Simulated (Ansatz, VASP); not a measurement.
## One calculation of MgHg2O3, two programs

File POSCAR:

```
MgHg2O3
1.0
    2.7727850933     -4.5447703812      0.0000000000
    2.7727850933      4.5447703812      0.0000000000
    0.0000000000      0.0000000000      3.7467496706
Mg Hg O
1 2 3
Direct
    0.5000000000      0.5000000000      0.0000000000
    0.0000000000      0.5000000000      0.5000000000
    0.5000000000      0.0000000000      0.5000000000
    0.2979875755      0.7020124245      0.0000000000
    0.7020124245      0.2979875755      0.0000000000
    0.0000000000      0.0000000000      0.5000000000
```

Contents of INCAR.step1:

```
SYSTEM = MgHg2O3
PREC = Accurate ; ENCUT = 520
ISMEAR = -1 ; SIGMA = 0.03
LREAL = .False. ; LASPH = .True.
NELM = 100 ; NBANDS = 31
GGA = PE ; ALGO = Normal
EDIFF = 1E-4 ; LWAVE = .True.
LCHARG = .False.
```

Contents of INCAR.step2:

```
SYSTEM = MgHg2O3
PREC = Accurate ; ENCUT = 520
EDIFF = 1E-6 ; ISMEAR = -1
SIGMA = 0.03 ; LREAL = .False.
LASPH = .True. ; NELM = 100
ALGO = Normal ; ISIF = 2
LWAVE = .False. ; LCHARG = .False.
METAGGA = R2SCAN ; LMIXTAU = .True.
LUSE_VDW = .True. ; IVDW_NL = 2
BPARAM = 11.95 ; CPARAM = 0.0093
NBANDS = 31 ; ISTART = 1
```

Contents of KPOINTS:

```
regular mesh
0
Gamma
  6 6 8
  0 0 0
```

Input for Ansatz:

```yaml
crystal:
  lattice:
    - [2.7727850933, -4.5447703812, 0.0]
    - [2.7727850933, 4.5447703812, 0.0]
    - [0.0, 0.0, 3.7467496706]
  atoms:
    - { symbol: Mg, position: [0.5, 0.5, 0.0] }
    - { symbol: Hg, position: [0.0, 0.5, 0.5] }
    - { symbol: Hg, position: [0.5, 0.0, 0.5] }
    - { symbol: O, position: [0.2979875755, 0.7020124245, 0.0] }
    - { symbol: O, position: [0.7020124245, 0.2979875755, 0.0] }
    - { symbol: O, position: [0.0, 0.0, 0.5] }
kpoints:
  mp_grid: { grid: [6, 6, 8] }
  band_path:
    path:
      - [0.0, 0.0, 0.0]
      - [-0.5, 0.5, 0.0]
      - [-0.3430568908, 0.6569431092, 0.0]
      - [0.3430568908, 0.3430568908, 0.0]
      - [0.0, 0.0, 0.5]
      - [0.3430568908, 0.3430568908, 0.5]
      - [-0.3430568908, 0.6569431092, 0.5]
      - [-0.5, 0.5, 0.5]
      - [0.0, 0.5, 0.0]
    npoints: 1
hamiltonian:
  xc: r2scan
  dispersion: rvv10
scf:
  occupations: { method: fermi_dirac, width: 0.03 }
  n_extra_bands: 5
output:
  forces: true
  stress: true
  eigenvalues: true
  write_density: true
  write_potential: true
  elf: true
  volumetric_format: npy
```

Alike in both runs: task single point; functional r2SCAN; dispersion rVV10; k mesh 6 × 6 × 8; occupations fermi-dirac, width 0.03 eV; no spin polarisation.

```csv
,VASP,Ansatz
version,VASP 6.6.1,Ansatz 0.2.0
potentials or method,"VASP PAW PBE potentials, release 64 (Mg, Hg, O)","plane waves, PAW"
plane-wave cutoff (eV),520,500
valence electrons in the cell,44,68
```

```tsv
	VASP	Ansatz	Ansatz less VASP
pressure (GPa)	1.2	0.0	-1.21
traceless stress, the component that is largest in VASP (GPa)	-0.73	-0.01	+0.725
rms of the force components (eV/Å)	0.014	0.002	-0.0113
```

VASP's potentials were made for PBE, not for r2SCAN. Atom by atom the forces differ by 0.016 eV/Å (rms over components). VASP's potentials hold 44 valence electrons a cell and Ansatz's 68, so a difference there can come from the potentials and not from the codes.

Spin-orbit coupling is off throughout.
